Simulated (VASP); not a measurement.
A run of VASP 6.6.1:

Contents of INCAR:

```
PREC     = Accurate       # precision mode
ENCUT    = 520            # plane-wave cutoff, eV
EDIFF    = 1E-7           # SCF threshold, eV
ISMEAR   = 1              # smearing method
SIGMA    = 0.1            # smearing width, eV
LREAL    = False          # projectors in reciprocal space
LASPH    = True           # aspherical terms in the spheres
NELM     = 60             # most SCF steps
ALGO     = Normal         # electronic algorithm
ISIF     = 2              # what is computed and relaxed
LWAVE    = False          # write WAVECAR
LCHARG   = False          # write CHGCAR
GGA      = CA             # functional
NBANDS   = 16             # bands
```

Contents of KPOINTS:

```
regular mesh
0
Gamma
  9 9 9
```

POSCAR

```
LaC2
1.0
   -1.9991000000      2.4350400000      2.7205700000
    1.9991000000     -2.4350400000      2.7205700000
    1.9991000000      2.4350400000     -2.7205700000
La C
1 2
Direct
    0.0000000000      0.0000000000      0.0000000000
    0.6332200000      0.5000000000      0.1332200000
    0.3667800000      0.5000000000      0.8667800000
```

Potentials or basis: VASP PAW LDA potentials, release 64 (La, C).

The run is started by

```sh
$ cat potpaw_LDA.64/La/POTCAR potpaw_LDA.64/C/POTCAR > POTCAR
$ mpirun -np 1 vasp_std > vasp.out
```

Hardware: 1 thread of Intel(R) Xeon(R) Platinum 8259CL CPU @ 2.50GHz (Skylake/Cascade Lake) (shared host).

Problem. How long does it take, and how much memory?

Solution. Run time: 87 s on 1 thread of Intel(R) Xeon(R) Platinum 8259CL CPU @ 2.50GHz (Skylake/Cascade Lake) (shared host), peak memory 0.25 GiB. Counts: scf iterations 14, k points 125.
